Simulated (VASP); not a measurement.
# W14S27 (a cell with a defect): single point with PBE+D3(BJ)

W14S27 (a cell with a defect):

```
W S
1.0
     7.88522   -2.73152    0.00000
    -6.30818   -5.46304    0.00000
     0.00000    0.00000  -12.14483
W S
14 27
Direct
  0.09524 0.61905 0.25054
  0.38089 0.47620 0.24988
  0.95239 0.19058 0.24985
  0.66674 0.33339 0.24988
  0.23808 0.04755 0.24988
  0.80962 0.76189 0.24985
  0.52370 0.90467 0.24985
  0.32457 0.66457 0.74801
  0.62141 0.52510 0.75081
  0.18919 0.23917 0.75081
  0.91142 0.38971 0.74801
  0.47511 0.09287 0.75081
  0.04972 0.80286 0.74801
  0.76190 0.95238 0.75274
  0.37690 0.47869 0.87908
  0.95479 0.19977 0.88014
  0.67322 0.33738 0.87908
  0.23560 0.04107 0.87908
  0.81640 0.75949 0.88014
  0.51452 0.89788 0.88014
  0.33371 0.66675 0.37979
  0.61899 0.52383 0.37958
  0.19045 0.23801 0.37958
  0.90447 0.38058 0.37979
  0.47627 0.09530 0.37958
  0.04754 0.80981 0.37979
  0.76190 0.95238 0.37948
  0.09524 0.61905 0.61540
  0.38144 0.47852 0.62120
  0.94972 0.19078 0.62179
  0.66852 0.33285 0.62120
  0.23576 0.04577 0.62120
  0.81249 0.76457 0.62179
  0.52351 0.90180 0.62179
  0.33253 0.66642 0.12038
  0.61903 0.52382 0.12018
  0.19047 0.23807 0.12018
  0.90532 0.38176 0.12038
  0.47622 0.09526 0.12018
  0.04787 0.80897 0.12038
  0.76190 0.95238 0.12011
```

This cell differs from its parent crystal: atoms taken out, then relaxed in part.

- Program: VASP 6.6.1
- Task: single point
- Functional: PBE
- Dispersion: D3(BJ)
- Potentials or basis: VASP PAW PBE potentials, release 64 (W_sv, S)
- Cutoff: 520 eV
- k mesh: 2 × 2 × 2
- Occupations: gaussian, width 0.01 eV
- Spin: no spin polarisation
- Dipole correction: no
- Further INCAR settings: LREAL = Auto; ALGO = Normal; EDIFF = 1e-06; NBANDS = 205

The pressure is -1.2 GPa, the largest force is 0.019 eV/Å and the band gap on the k mesh is 0.64 eV. The dispersion energy per atom is -0.426 eV.

Forces in eV/Å, atoms in the order of the input:
```
W    0.000  0.000  0.002
W    0.000 -0.001  0.001
W   -0.001  0.001  0.002
W    0.001  0.000  0.001
W    0.000  0.001  0.001
W   -0.001 -0.001  0.002
W    0.001  0.000  0.002
W   -0.016  0.005  0.006
W   -0.008  0.001 -0.015
W    0.005  0.007 -0.015
W    0.004 -0.017  0.006
W    0.003 -0.008 -0.015
W    0.013  0.012  0.006
W    0.000  0.000 -0.010
S    0.000  0.004 -0.004
S    0.004 -0.002  0.000
S   -0.003 -0.002 -0.004
S    0.003 -0.002 -0.004
S    0.000  0.004  0.000
S   -0.003 -0.002  0.000
S    0.000 -0.001  0.001
S    0.000 -0.001  0.001
S   -0.001  0.001  0.001
S    0.001  0.001  0.001
S    0.001  0.001  0.001
S   -0.001  0.000  0.001
S    0.000  0.000  0.002
S    0.000  0.000 -0.019
S    0.002  0.001  0.007
S    0.003 -0.001  0.004
S   -0.001  0.001  0.007
S    0.000 -0.002  0.007
S   -0.001  0.003  0.004
S   -0.002 -0.002  0.004
S    0.001  0.000  0.002
S    0.000  0.000  0.001
S    0.000  0.000  0.001
S    0.000  0.001  0.002
S    0.000  0.000  0.001
S   -0.001 -0.001  0.002
S    0.000  0.000  0.001
```

Stress tensor (GPa, compression positive):
```
-1.82  0.00  0.00
 0.00 -1.82  0.00
 0.00  0.00 -0.07
```

Levels at points of the mesh, in eV from the valence-band top:
```
           k point  band 176  band 177  band 178  band 179  band 180  band 181  band 182  band 183
(0.00, 0.00, 0.00)     -1.35     -1.22     -0.79      0.00      0.83      0.83      1.31      1.31
(0.50, 0.00, 0.00)     -1.01     -0.94     -0.89     -0.85      0.65      0.81      1.36      1.41
(0.00, 0.00, 0.50)     -1.36     -1.07     -0.27     -0.24      0.84      0.84      1.51      1.66
(0.50, 0.00, 0.50)     -0.99     -0.98     -0.96     -0.86      0.64      0.85      1.59      1.68
```

Run time: 2.3 min on 1 × NVIDIA H100 80GB with 1 thread of AMD EPYC 7R13 Processor (Zen 3) (shared host), peak memory 1.8 GiB.

Caveat: the k points lie up to 0.43 Å⁻¹ apart; the cell differs from its parent crystal (atoms taken out, then relaxed in part); spin-orbit coupling is left out, which moves the levels of the heavy elements.
